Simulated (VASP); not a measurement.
# Si (Fm-3m) in VASP: notebook, part 2 of 2

VASP 6.6.1. The steps go on from the part before.

### 3 Single point, PBE

This run uses another cell than the first one, of 8.94 Å³/atom, 1.043 times its volume.

INCAR

```
SYSTEM = Si
PREC = Accurate
ENCUT = 500
EDIFF = 1E-6
ISMEAR = -1
SIGMA = 0.1
LREAL = .False.
LASPH = .True.
NELM = 120
ALGO = Normal
ISIF = 2
LWAVE = .False.
LCHARG = .False.
GGA = PE
NBANDS = 8
GGA_COMPAT = .False.
```

KPOINTS

```
regular mesh
0
Gamma
  15 15 15
  0 0 0
```

POSCAR

```
Si
1.0
    0.0000000000      1.6474296657      1.6474296657
    1.6474296657      0.0000000000      1.6474296657
    1.6474296657      1.6474296657      0.0000000000
Si
1
Direct
    0.0000000000      0.0000000000      0.0000000000
```

Potentials or basis: VASP PAW PBE potentials, release 64 (Si).

Started as:

```sh
$ cat potpaw_PBE.64/Si/POTCAR > POTCAR
$ mpirun -np 1 vasp_std > vasp.out
```

OUTCAR:

```text
SYSTEM = Si
   PREC = Accurate
   ENCUT = 500
   EDIFF = 1E-6
   ISMEAR = -1
   LREAL = .False.
   LASPH = .True.
   NELM = 120
   ISIF = 2
   GGA = PE

 ion  position               nearest neighbor table
   1  0.000  0.000  0.000-

  LATTYP: Found a face centered cubic cell.
 ALAT       =     3.2948593314

  Lattice vectors:

 A1 = (   0.0000000000,   1.6474296657,   1.6474296657)
 A2 = (   1.6474296657,   0.0000000000,   1.6474296657)
 A3 = (   1.6474296657,   1.6474296657,   0.0000000000)

Analysis of symmetry for initial positions (statically):
=====================================================================
 Subroutine PRICEL returns:
 Original cell was already a primitive cell.

 Routine SETGRP: Setting up the symmetry group for a
 face centered cubic supercell.

 Subroutine GETGRP returns: Found 48 space group operations
 (whereof 48 operations were pure point group operations)
 out of a pool of 48 trial point group operations.

The static configuration has the point symmetry O_h .

Analysis of symmetry for dynamics (positions and initial velocities):
=====================================================================
 Subroutine PRICEL returns:
 Original cell was already a primitive cell.

 Routine SETGRP: Setting up the symmetry group for a
 face centered cubic supercell.

 Subroutine GETGRP returns: Found 48 space group operations
 (whereof 48 operations were pure point group operations)
 out of a pool of 48 trial point group operations.

The dynamic configuration has the point symmetry O_h .

 Subroutine INISYM returns: Found 48 space group operations
 (whereof 48 operations are pure point group operations),
 and found     1 'primitive' translations

----------------------------------------------------------------------------------------

                                     Primitive cell

  volume of cell :       8.9423

  direct lattice vectors                    reciprocal lattice vectors
     0.000000000  1.647429666  1.647429666    -0.303503094  0.303503094  0.303503094
     1.647429666  0.000000000  1.647429666     0.303503094 -0.303503094  0.303503094
     1.647429666  1.647429666  0.000000000     0.303503094  0.303503094 -0.303503094

  length of vectors
     2.329817376  2.329817376  2.329817376     0.525682778  0.525682778  0.525682778

  position of ions in fractional coordinates (direct lattice)
     0.000000000  0.000000000  0.000000000

  ion indices of the primitive-cell ions
   primitive index   ion index
                 1           1

----------------------------------------------------------------------------------------

 KPOINTS: regular mesh

Automatic generation of k-mesh.
 Grid dimensions read from file:
 generate k-points for:   15   15   15

 Generating k-lattice:

  Cartesian coordinates                     Fractional coordinates (reciprocal lattice)
    -0.020233540  0.020233540  0.020233540     0.066666667  0.000000000  0.000000000
     0.020233540 -0.020233540  0.020233540     0.000000000  0.066666667  0.000000000
     0.020233540  0.020233540 -0.020233540     0.000000000  0.000000000  0.066666667

  Length of vectors
     0.035045519  0.035045519  0.035045519

  Shift w.r.t. Gamma in fractional coordinates (k-lattice)
     0.000000000  0.000000000  0.000000000

 Subroutine IBZKPT returns following result:
 ===========================================

 Found    120 irreducible k-points:

 Following reciprocal coordinates:
            Coordinates               Weight
  0.000000  0.000000  0.000000      1.000000
  0.066667  0.000000  0.000000      8.000000
  0.133333  0.000000  0.000000      8.000000
  0.200000  0.000000  0.000000      8.000000
  0.266667  0.000000  0.000000      8.000000
  0.333333  0.000000  0.000000      8.000000
[... 16 lines left out ...]
  0.133333  0.133333  0.000000      6.000000
  0.200000  0.133333  0.000000     24.000000
 [... further k-points ...]
   k-points           NKPTS =    120   k-points in BZ     NKDIM =    120   number of bands    NBANDS=      8
   number of dos      NEDOS =    301   number of ions     NIONS =      1
   total plane-waves  NPLWV =   5832
   dimension x,y,z NGX =    18 NGY =   18 NGZ =   18
   dimension x,y,z NGXF=    36 NGYF=   36 NGZF=   36
   ions per type =               1
   NGX,Y,Z   is equivalent  to a cutoff of  12.84, 12.84, 12.84 a.u.
   NGXF,Y,Z  is equivalent  to a cutoff of  25.69, 25.69, 25.69 a.u.
 SYSTEM =  Si
   PREC   = accura    normal or accurate (medium, high low for compatibility)
   ISTART =      0    job   : 0-new  1-cont  2-samecut
   ICHARG =      2    charge: 1-file 2-atom 10-const
   ISPIN  =      1    spin polarized calculation?
   LNONCOLLINEAR =      F non collinear calculations
   LSORBIT =      F    spin-orbit coupling
   LASPH  =      T    aspherical Exc in radial PAW
   ENCUT  =  500.0 eV  36.75 Ry    6.06 a.u.   4.25  4.25  4.25*2*pi/ulx,y,z
   NELM   =    120;   NELMIN=  2; NELMDL= -5     # of ELM steps
   EDIFF  = 0.1E-05   stopping-criterion for ELM
   LREAL  =      F    real-space projection
   EDIFFG = 0.1E-04   stopping-criterion for IOM
   NSW    =      0    number of steps for IOM
   IBRION =     -1    ionic relax: 0-MD 1-quasi-New 2-CG
   NFREE  =      0    steps in history (QN), initial steepest desc. (CG)
   ISIF   =      2    stress and relaxation
   ISYM   =      2    0-nonsym 1-usesym 2-fastsym
   POTIM  = 0.5000    time-step for ionic-motion
   TEBEG  =    0.0;   TEEND  =   0.0 temperature during run
   PSTRESS=    0.0 pullay stress
   NELECT =       4.0000    total number of electrons
   NUPDOWN=      -1.0000    fix difference up-down
   EMIN   =  10.00;   EMAX   =-10.00  energy-range for DOS
   EFERMI =   0.00;   METHOD = LEGACY
   ISMEAR =    -1;   SIGMA  =   0.10  broadening in eV -4-tet -1-fermi 0-gaus
   EFERMI_NEDOS =   21; number of points for ismear=-14 and -15
   IALGO  =     38    algorithm
   IMIX   =      4    mixing-type and parameters
     AMIX     =   0.40;   BMIX     =  1.00
     AMIX_MAG =   1.60;   BMIX_MAG =  1.00
  volume/ion in A,a.u.               =       8.94        60.35
  Fermi-wavevector in a.u.,A,eV,Ry     =   1.252020  2.365975 21.327869  1.567554
  Thomas-Fermi vector in A             =   2.385940
   LORBIT       =      0    0 simple, 1 ext, 2 COOP (PROOUT), +10 PAW based schemes
   GGA     = PE    functional components
   LHFCALC =     F    Hartree Fock is set to
   AEXX    =    0.0000 exact exchange contribution
   IVDW    =     0    specifies the selected vdW correction
   LEPSILON=     F    determine dielectric tensor
   LRPA    =     F    only Hartree local field effects (RPA)
 non-spin polarized calculation
  energy-cutoff  :      500.00
  volume of cell :        8.94
 maximum number of plane-waves:       259
 NGX is ok and might be reduce to    18
   NGX =  9   NGY =  9   NGZ =  9

 number of electron       4.0000000 magnetization

 Free energy of the ion-electron system (eV)
  ---------------------------------------------------
  ext. energy  EPLUGINS =         0.00000000
  ---------------------------------------------------
  free energy    TOTEN  =        -3.62624060 eV

  energy without entropy =       -3.61440709  energy(sigma->0) =       -3.62032385

 E-fermi :  17.8729     XC(G=0): -13.2531

 val. band max:       17.8268843295   @ k =   0.3333   0.1333   0.0000
 cond. band min:      17.9106890062   @ k =  -0.4667   0.3333   0.0667
 fundamental gap:      0.0838046767
 Fermi energy:        17.8729299081

 k-point     1 :       0.0000    0.0000    0.0000
  band No.  band energies     occupation
      1      -1.8088      2.00000
      2      31.8561      0.00000
      3      31.8561      0.00000
      4      31.8561      0.00000
      5      36.1533      0.00000
      6      36.1533      0.00000
      7      36.1533      0.00000
      8      38.3966      0.00000
[... 243 lines left out ...]
 k-point    24 :       0.2000    0.1333    0.0000
  band No.  band energies     occupation
      1      -0.2182      2.00000
      2      24.8241      0.00000
      3      27.6584      0.00000
      4      29.0047      0.00000
      5      32.3780      0.00000
      6      34.7090      0.00000
      7      41.4737      0.00000
      8      41.9013      0.00000

 [... further k-points ...]

------------------------ aborting loop because EDIFF is reached ----------------------------------------

  FORCE on cell =-STRESS in cart. coord.  units (eV):
  Direction    XX          YY          ZZ          XY          YZ          ZX
  --------------------------------------------------------------------------------------
  -------------------------------------------------------------------------------------
  Total        6.3147694      6.3147694      6.3147694      0.0000000      0.0000000     -0.0000000
  in kB     1131.4032933   1131.4032933   1131.4032933      0.0000000      0.0000000     -0.0000000
  external PRESSURE =    1131.4032933 kB  Pullay stress =       0.0000000 kB

 VOLUME and BASIS-vectors are now :
 -----------------------------------------------------------------------------
  energy-cutoff  :      500.00
  volume of cell :        8.94
      direct lattice vectors                 reciprocal lattice vectors
     0.000000000  1.647429666  1.647429666    -0.303503094  0.303503094  0.303503094
     1.647429666  0.000000000  1.647429666     0.303503094 -0.303503094  0.303503094
     1.647429666  1.647429666  0.000000000     0.303503094  0.303503094 -0.303503094

 POSITION                                       TOTAL-FORCE (eV/Angst)
 -----------------------------------------------------------------------------------
      0.00000      0.00000      0.00000         0.000000      0.000000      0.000000
 -----------------------------------------------------------------------------------
    total drift:                                0.000000      0.000000     -0.000000

  FREE ENERGIE OF THE ION-ELECTRON SYSTEM (eV)
  ---------------------------------------------------
  free  energy   TOTEN  =        -3.6262405975 eV

  energy  without entropy=       -3.6144070942  energy(sigma->0) =       -3.62032385
```

OSZICAR:

```text
N       E                     dE             d eps       ncg     rms          rms(c)
DAV:   1    -0.160416647126E+01   -0.16042E+01   -0.20202E+03  2400   0.380E+02
DAV:   2    -0.368310097394E+01   -0.20789E+01   -0.19742E+01  2896   0.311E+01
DAV:   3    -0.368951489604E+01   -0.64139E-02   -0.64104E-02  2192   0.173E+00
DAV:   4    -0.368951786534E+01   -0.29693E-05   -0.29698E-05  3280   0.368E-02
DAV:   5    -0.368951786633E+01   -0.98932E-09   -0.19760E-09  2200   0.165E-04    0.678E+00
DAV:   6    -0.365046776896E+01    0.39050E-01   -0.28542E-03  2360   0.303E-01    0.380E+00
DAV:   7    -0.362639935363E+01    0.24068E-01   -0.70793E-03  2408   0.481E-01    0.281E-01
DAV:   8    -0.362624300345E+01    0.15635E-03   -0.40415E-05  3024   0.438E-02    0.427E-02
DAV:   9    -0.362624069169E+01    0.23118E-05   -0.14659E-06  2328   0.723E-03    0.148E-03
DAV:  10    -0.362624059747E+01    0.94216E-07   -0.40534E-09  1704   0.576E-04
   1 F= -.36262406E+01 E0= -.36203238E+01  d E =-.118335E-01
```

stdout:

```text
POSCAR found type information on POSCAR Si
 POSCAR found :  1 types and       1 ions
 scaLAPACK will be used
 LDA part: xc-table for (Slater+PW92), standard interpolation
 POSCAR, INCAR and KPOINTS ok, starting setup
 FFT: planning ... GRIDC
 FFT: planning ... GRID_SOFT
 FFT: planning ... GRID
 WAVECAR not read
 entering main loop
```

Wall time 4.1 s (1 thread of Intel Xeon 6975P-C (Granite Rapids), shared host); peak memory 0.11 GiB.

Results:

```
Free energy            : -3.6262 eV
Pressure               : 113.1 GPa
Band gap on the k mesh : zero (band 2 reaches 31.86 eV, above the bottom of band 3 at 14.66 eV)
```

### 4 Single point, PBE

This run uses another cell than the first one, of 9.31 Å³/atom, 1.087 times its volume.

INCAR

```
SYSTEM = Si
PREC     = Accurate       ! precision mode
ENCUT    = 500            ! plane-wave cutoff, eV
EDIFF    = 1E-6           ! SCF threshold, eV
ISMEAR   = -1             ! smearing method
SIGMA    = 0.1            ! smearing width, eV
LREAL    = .False.        ! projectors in reciprocal space
LASPH    = .True.         ! aspherical terms in the spheres
NELM     = 120            ! most SCF steps
ALGO     = Normal         ! electronic algorithm
ISIF     = 2              ! what is computed and relaxed
LWAVE    = .False.        ! write WAVECAR
LCHARG   = .False.        ! write CHGCAR
GGA      = PE             ! functional
NBANDS   = 8              ! bands
GGA_COMPAT= .False.
```

KPOINTS

```
Automatic mesh
0
Gamma
  15 15 15
  0 0 0
```

POSCAR

```
Si
1.0
    0.0000000000      1.6700000000      1.6700000000
    1.6700000000      0.0000000000      1.6700000000
    1.6700000000      1.6700000000      0.0000000000
Si
1
Direct
    0.0000000000      0.0000000000      0.0000000000
```

Started as:

```sh
$ cat potpaw_PBE.64/Si/POTCAR > POTCAR
$ mpirun -np 1 vasp_std > vasp.out
```

Wall time 3.4 s (1 thread of Intel Xeon 6975P-C (Granite Rapids), shared host); peak memory 0.11 GiB.

It converged, with:

```yaml
Free_energy: -3.8667 eV
Pressure: 94.3 GPa
Band_gap_on_the_k_mesh: zero (band 2 reaches 30.90 eV, above the bottom of band 3 at 13.99 eV)
```

Levels at points of the mesh, in eV from the Fermi level:
| k point | band 1 | band 2 | band 3 | band 4 | band 5 |
| --- | --- | --- | --- | --- | --- |
| (0.00, 0.00, 0.00) | -19.20 | 13.77 | 13.77 | 13.77 | 17.55 |

### 5 Summary

| cell | gap on the mesh (eV) | pressure (GPa) |
| --- | --- | --- |
| a = 2.297 Å, angles 60.0°, 1 atom | none | 136.4 |
| a = 2.330 Å, angles 60.0°, 1 atom | none | 113.1 |
| a = 2.362 Å, angles 60.0°, 1 atom | none | 94.3 |

Alike in all rows: task single point; level PBE; potentials or basis VASP PAW PBE potentials, release 64 (Si); no spin polarisation; k mesh 15 × 15 × 15; cutoff (eV) 500; smearing fermi-dirac 0.1 eV.

Absolute energies hang on the potentials; compare differences alone.
